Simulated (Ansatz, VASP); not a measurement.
**Two plane-wave programs on C**

File INCAR:

```
SYSTEM = C
  ALGO = Normal
  EDIFF = 1E-6
  ENCUT = 520
  GGA = PS
  ISIF = 2
  ISMEAR = 0
  LASPH = .TRUE.
  LCHARG = .FALSE.
  LREAL = .FALSE.
  LWAVE = .FALSE.
  NBANDS = 31
  NELM = 80
  PREC = Accurate
  SIGMA = 0.05
```

Contents of KPOINTS:

```
k-points
0
G
  11 7 3
  0 0 0
```

Contents of POSCAR:

```
C
1.0
   -2.1294220588     -1.2294315772      0.0088643343
    1.3950280734      0.0000000000     -3.6324024213
    4.3935364314     -9.2207368288      2.3994407783
C
10
Direct
    0.7999790239      0.1444058493      0.0666694635
    0.2999790239      0.2777391826      0.2666694635
   -0.2000209762      0.4110725160      0.4666694635
    0.2999790239      0.5444058493      0.6666694635
   -0.2000209761      0.6777391826      0.8666694635
    0.3000209761     -0.2777391826      0.9333305365
    0.3000209762      0.1889274840      0.1333305365
    0.8000209761      0.3222608174      0.3333305365
    0.3000209762      0.4555941507      0.5333305365
   -0.1999790238      0.5889274840      0.7333305365
```

Input for Ansatz:

```yaml
crystal:
  lattice:
    - [-2.1294220588, -1.2294315772, 0.0088643343]
    - [1.3950280734, 0.0, -3.6324024213]
    - [4.3935364314, -9.2207368288, 2.3994407783]
  atoms:
    - { symbol: C, position: [0.7999790239, 0.1444058493, 0.0666694635] }
    - { symbol: C, position: [0.2999790239, 0.2777391826, 0.2666694635] }
    - { symbol: C, position: [-0.2000209762, 0.411072516, 0.4666694635] }
    - { symbol: C, position: [0.2999790239, 0.5444058493, 0.6666694635] }
    - { symbol: C, position: [-0.2000209761, 0.6777391826, 0.8666694635] }
    - { symbol: C, position: [0.3000209761, -0.2777391826, 0.9333305365] }
    - { symbol: C, position: [0.3000209762, 0.188927484, 0.1333305365] }
    - { symbol: C, position: [0.8000209761, 0.3222608174, 0.3333305365] }
    - { symbol: C, position: [0.3000209762, 0.4555941507, 0.5333305365] }
    - { symbol: C, position: [-0.1999790238, 0.588927484, 0.7333305365] }
basis:
  ecutwfc: 420
kpoints:
  mp_grid: { grid: [11, 7, 3] }
hamiltonian:
  xc: pbesol
scf:
  occupations: { method: gaussian, width: 0.05 }
output:
  forces: true
  stress: true
  eigenvalues: true
```

Alike in both runs: task single point; functional PBEsol; k mesh 11 × 7 × 3; occupations gaussian, width 0.05 eV; no spin polarisation.

|  | VASP | Ansatz |
| --- | --- | --- |
| version | VASP 6.6.1 | Ansatz 0.2.0 |
| potentials or method | VASP PAW PBE potentials, release 64 (C), cutoff 520 eV | scalar-relativistic, plane waves, PAW |
| valence electrons in the cell | 40 | 40 |

|  | VASP | Ansatz | Ansatz less VASP |
| --- | --- | --- | --- |
| gap on the k mesh at the Fermi level (eV) | 0.09 | 0.09 | -0.004 |
| least direct gap on the mesh (eV) | 0.19 | 0.18 | -0.003 |
| pressure (GPa) | -2.8 | -3.4 | -0.59 |
| traceless stress, the component that is largest in VASP (GPa) | 7.73 | 7.34 | -0.390 |
| rms of the force components (eV/Å) | 0.770 | 0.769 | -0.0006 |

VASP's potentials were made for PBE, not for PBEsol. Atom by atom the forces differ by 0.015 eV/Å (rms over components).
